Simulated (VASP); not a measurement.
# Ir (Fm-3m) in VASP: further runs, part 2 of 2

VASP 6.6.1. The steps go on from the part before.

## (3) Single point, PBE

File INCAR:

```
ALGO = Normal
EDIFF = 1E-6
ENCUT = 520
GGA = PE
ISIF = 2
ISMEAR = 0
LASPH = T
LCHARG = T
LELF = T
LREAL = F
LVHAR = T
LWAVE = F
NBANDS = 10
NELM = 60
PREC = Accurate
SIGMA = 0.1
```

File KPOINTS:

```
k-points
0
Gamma
  8 8 8
```

File POSCAR:

```
Ir
1.0
    0.0000000000      1.9380596429      1.9380596429
    1.9380596429      0.0000000000      1.9380596429
    1.9380596429      1.9380596429      0.0000000000
Ir
1
Direct
    0.0000000000      0.0000000000      0.0000000000
```

Potentials or basis: VASP PAW PBE potentials, release 64 (Ir).

The run is started by

```sh
cat potpaw_PBE.64/Ir/POTCAR > POTCAR
mpirun -np 1 vasp_std > vasp.out
```

OUTCAR:

```text
EDIFF = 1E-6
   ENCUT = 520
   GGA = PE
   ISIF = 2
   ISMEAR = 0
   LASPH = T
   LREAL = F
   NELM = 60
   PREC = Accurate

 ion  position               nearest neighbor table
   1  0.000  0.000  0.000-

  LATTYP: Found a face centered cubic cell.
 ALAT       =     3.8761192858

  Lattice vectors:

 A1 = (   0.0000000000,   1.9380596429,   1.9380596429)
 A2 = (   1.9380596429,   0.0000000000,   1.9380596429)
 A3 = (   1.9380596429,   1.9380596429,   0.0000000000)

Analysis of symmetry for initial positions (statically):
=====================================================================
 Subroutine PRICEL returns:
 Original cell was already a primitive cell.

 Routine SETGRP: Setting up the symmetry group for a
 face centered cubic supercell.

 Subroutine GETGRP returns: Found 48 space group operations
[... 9 lines left out ...]

 Routine SETGRP: Setting up the symmetry group for a
 face centered cubic supercell.

 Subroutine GETGRP returns: Found 48 space group operations
[... 11 lines left out ...]
                                     Primitive cell

  volume of cell :      14.5590

  direct lattice vectors                    reciprocal lattice vectors
     0.000000000  1.938059643  1.938059643    -0.257989996  0.257989996  0.257989996
     1.938059643  0.000000000  1.938059643     0.257989996 -0.257989996  0.257989996
     1.938059643  1.938059643  0.000000000     0.257989996  0.257989996 -0.257989996

  length of vectors
     2.740830232  2.740830232  2.740830232     0.446851781  0.446851781  0.446851781

  position of ions in fractional coordinates (direct lattice)
     0.000000000  0.000000000  0.000000000

  ion indices of the primitive-cell ions
   primitive index   ion index
                 1           1

----------------------------------------------------------------------------------------

 KPOINTS: k-points

Automatic generation of k-mesh.
 Grid dimensions read from file:
 generate k-points for:    8    8    8

 Generating k-lattice:

  Cartesian coordinates                     Fractional coordinates (reciprocal lattice)
    -0.032248750  0.032248750  0.032248750     0.125000000  0.000000000  0.000000000
     0.032248750 -0.032248750  0.032248750     0.000000000  0.125000000  0.000000000
     0.032248750  0.032248750 -0.032248750     0.000000000  0.000000000  0.125000000

  Length of vectors
     0.055856473  0.055856473  0.055856473

  Shift w.r.t. Gamma in fractional coordinates (k-lattice)
     0.000000000  0.000000000  0.000000000

 Subroutine IBZKPT returns following result:
 ===========================================

 Found     29 irreducible k-points:

 Following reciprocal coordinates:
            Coordinates               Weight
  0.000000  0.000000  0.000000      1.000000
  0.125000  0.000000  0.000000      8.000000
  0.250000  0.000000  0.000000      8.000000
  0.375000  0.000000  0.000000      8.000000
  0.500000  0.000000  0.000000      4.000000
  0.125000  0.125000  0.000000      6.000000
[... 16 lines left out ...]
  0.500000  0.250000  0.125000     48.000000
 -0.375000  0.250000  0.125000     24.000000
 [... further k-points ...]
   k-points           NKPTS =     29   k-points in BZ     NKDIM =     29   number of bands    NBANDS=     10
   number of dos      NEDOS =    301   number of ions     NIONS =      1
   total plane-waves  NPLWV =   8000
   dimension x,y,z NGX =    20 NGY =   20 NGZ =   20
   dimension x,y,z NGXF=    40 NGYF=   40 NGZF=   40
   ions per type =               1
   NGX,Y,Z   is equivalent  to a cutoff of  12.13, 12.13, 12.13 a.u.
   NGXF,Y,Z  is equivalent  to a cutoff of  24.26, 24.26, 24.26 a.u.
 SYSTEM =  unknown system
   PREC   = accura    normal or accurate (medium, high low for compatibility)
   ISTART =      0    job   : 0-new  1-cont  2-samecut
   ICHARG =      2    charge: 1-file 2-atom 10-const
   ISPIN  =      1    spin polarized calculation?
   LNONCOLLINEAR =      F non collinear calculations
   LSORBIT =      F    spin-orbit coupling
   LASPH  =      T    aspherical Exc in radial PAW
   ENCUT  =  520.0 eV  38.22 Ry    6.18 a.u.   5.10  5.10  5.10*2*pi/ulx,y,z
   NELM   =     60;   NELMIN=  2; NELMDL= -5     # of ELM steps
   EDIFF  = 0.1E-05   stopping-criterion for ELM
   LREAL  =      F    real-space projection
   EDIFFG = 0.1E-04   stopping-criterion for IOM
   NSW    =      0    number of steps for IOM
   IBRION =     -1    ionic relax: 0-MD 1-quasi-New 2-CG
   NFREE  =      0    steps in history (QN), initial steepest desc. (CG)
   ISIF   =      2    stress and relaxation
   ISYM   =      2    0-nonsym 1-usesym 2-fastsym
   POTIM  = 0.5000    time-step for ionic-motion
   TEBEG  =    0.0;   TEEND  =   0.0 temperature during run
   PSTRESS=    0.0 pullay stress
   NELECT =       9.0000    total number of electrons
   NUPDOWN=      -1.0000    fix difference up-down
   EMIN   =  10.00;   EMAX   =-10.00  energy-range for DOS
   EFERMI =   0.00;   METHOD = LEGACY
   ISMEAR =     0;   SIGMA  =   0.10  broadening in eV -4-tet -1-fermi 0-gaus
   EFERMI_NEDOS =   21; number of points for ismear=-14 and -15
   IALGO  =     38    algorithm
   IMIX   =      4    mixing-type and parameters
     AMIX     =   0.40;   BMIX     =  1.00
     AMIX_MAG =   1.60;   BMIX_MAG =  1.00
  volume/ion in A,a.u.               =      14.56        98.25
  Fermi-wavevector in a.u.,A,eV,Ry     =   1.394586  2.635385 26.461552  1.944869
  Thomas-Fermi vector in A             =   2.518120
   LORBIT       =      0    0 simple, 1 ext, 2 COOP (PROOUT), +10 PAW based schemes
   GGA     = PE    functional components
   LHFCALC =     F    Hartree Fock is set to
   AEXX    =    0.0000 exact exchange contribution
   IVDW    =     0    specifies the selected vdW correction
   LEPSILON=     F    determine dielectric tensor
   LRPA    =     F    only Hartree local field effects (RPA)
 non-spin polarized calculation
 Gauss-broadening in eV      SIGMA  =   0.10
  energy-cutoff  :      520.00
  volume of cell :       14.56
 maximum number of plane-waves:       399
   NGX = 11   NGY = 11   NGZ = 11

 number of electron       9.0000000 magnetization

 Free energy of the ion-electron system (eV)
  ---------------------------------------------------
  ext. energy  EPLUGINS =         0.00000000
  ---------------------------------------------------
  free energy    TOTEN  =        -8.78209767 eV

  energy without entropy =       -8.77319481  energy(sigma->0) =       -8.77764624

 E-fermi :   9.9650     XC(G=0): -13.8168

 val. band max:        9.9212430560   @ k =  -0.3750   0.1250   0.0000
 cond. band min:       9.9849419254   @ k =  -0.3750   0.2500   0.0000
 fundamental gap:      0.0636988694
 Fermi energy:         9.9650474231

 k-point     1 :       0.0000    0.0000    0.0000
  band No.  band energies     occupation
      1      -0.8979      2.00000
      2       6.1956      2.00000
      3       6.1956      2.00000
      4       6.1956      2.00000
      5       8.7746      2.00000
      6       8.7746      2.00000
      7      24.2786      0.00000
      8      29.7162      0.00000
      9      29.7162      0.00000
     10      29.7162      0.00000

 k-point     2 :       0.1250    0.0000    0.0000
  band No.  band energies     occupation
      1      -0.2452      2.00000
      2       5.8904      2.00000
      3       6.4494      2.00000
      4       6.4494      2.00000
      5       8.6409      2.00000
      6       8.6409      2.00000
      7      25.3310      0.00000
      8      27.1452      0.00000
      9      30.7773      0.00000
     10      30.7773      0.00000

 k-point     3 :       0.2500    0.0000    0.0000
  band No.  band energies     occupation
      1       1.2634      2.00000
      2       5.7012      2.00000
      3       6.6249      2.00000
      4       6.6249      2.00000
      5       8.9519      2.00000
      6       8.9519      2.00000
      7      23.5821      0.00000
      8      26.5246      0.00000
      9      33.2802      0.00000
     10      33.2805      0.00000
[... 248 lines left out ...]
 k-point    23 :       0.5000    0.2500    0.1250
  band No.  band energies     occupation
      1       3.5100      2.00000
      2       5.1383      2.00000
      3       5.5078      2.00000
      4       7.7574      2.00000
      5       9.7715      1.99381
      6      12.6651      0.00000
      7      19.9202      0.00000
      8      25.0881      0.00000
      9      26.5445      0.00000
     10      31.0542      0.00000

 k-point    24 :      -0.3750    0.2500    0.1250
  band No.  band energies     occupation
      1       3.5418      2.00000
      2       4.9175      2.00000
      3       6.4517      2.00000
      4       7.4552      2.00000
      5      10.4642      0.00000
      6      14.9518      0.00000
      7      16.3533      0.00000
      8      25.4703      0.00000
      9      25.4708      0.00000
     10      29.4979      0.00000

 [... further k-points ...]
[... 5 lines left out ...]
  --------------------------------------------------------------------------------------
  -------------------------------------------------------------------------------------
  Total        0.0308766      0.0308766      0.0308766      0.0000000      0.0000000      0.0000000
  in kB        3.3978874      3.3978874      3.3978874      0.0000000      0.0000000      0.0000000
  external PRESSURE =       3.3978874 kB  Pullay stress =       0.0000000 kB

 VOLUME and BASIS-vectors are now :
 -----------------------------------------------------------------------------
  energy-cutoff  :      520.00
  volume of cell :       14.56
      direct lattice vectors                 reciprocal lattice vectors
     0.000000000  1.938059643  1.938059643    -0.257989996  0.257989996  0.257989996
     1.938059643  0.000000000  1.938059643     0.257989996 -0.257989996  0.257989996
     1.938059643  1.938059643  0.000000000     0.257989996  0.257989996 -0.257989996

 POSITION                                       TOTAL-FORCE (eV/Angst)
 -----------------------------------------------------------------------------------
      0.00000      0.00000      0.00000         0.000000      0.000000      0.000000
 -----------------------------------------------------------------------------------
    total drift:                                0.000000      0.000000      0.000000

  FREE ENERGIE OF THE ION-ELECTRON SYSTEM (eV)
  ---------------------------------------------------
  free  energy   TOTEN  =        -8.7820976660 eV

  energy  without entropy=       -8.7731948091  energy(sigma->0) =       -8.77764624
```

OSZICAR:

```text
N       E                     dE             d eps       ncg     rms          rms(c)
DAV:   1     0.524596514580E+02    0.52460E+02   -0.43910E+03   580   0.816E+02
DAV:   2    -0.839673434032E+01   -0.60856E+02   -0.58068E+02   594   0.199E+02
DAV:   3    -0.933970590960E+01   -0.94297E+00   -0.92826E+00   664   0.312E+01
DAV:   4    -0.934836145679E+01   -0.86555E-02   -0.86539E-02   642   0.278E+00
DAV:   5    -0.934853474917E+01   -0.17329E-03   -0.17329E-03   652   0.390E-01    0.143E+01
DAV:   6    -0.886938805052E+01    0.47915E+00   -0.86584E-01   646   0.113E+01    0.582E+00
DAV:   7    -0.878791744082E+01    0.81471E-01   -0.25655E-01   692   0.568E+00    0.155E+00
DAV:   8    -0.878387823237E+01    0.40392E-02   -0.23864E-03   640   0.552E-01    0.827E-01
DAV:   9    -0.878208979288E+01    0.17884E-02   -0.13910E-03   656   0.514E-01    0.162E-02
DAV:  10    -0.878209797924E+01   -0.81864E-05   -0.75285E-06   748   0.237E-02    0.213E-02
DAV:  11    -0.878209766599E+01    0.31325E-06   -0.45860E-07   402   0.896E-03
   1 F= -.87820977E+01 E0= -.87776462E+01  d E =-.890286E-02
```

It took 4.4 s on 1 thread of Intel Xeon Platinum 8259CL at 2.50GHz (Skylake/Cascade Lake), shared host; peak memory 0.12 GiB.

What came out:

```yaml
Free_energy: -8.7821 eV
Pressure: 0.3 GPa
```

Caveat: spin-orbit coupling is left out, which moves the levels of the heavy elements.
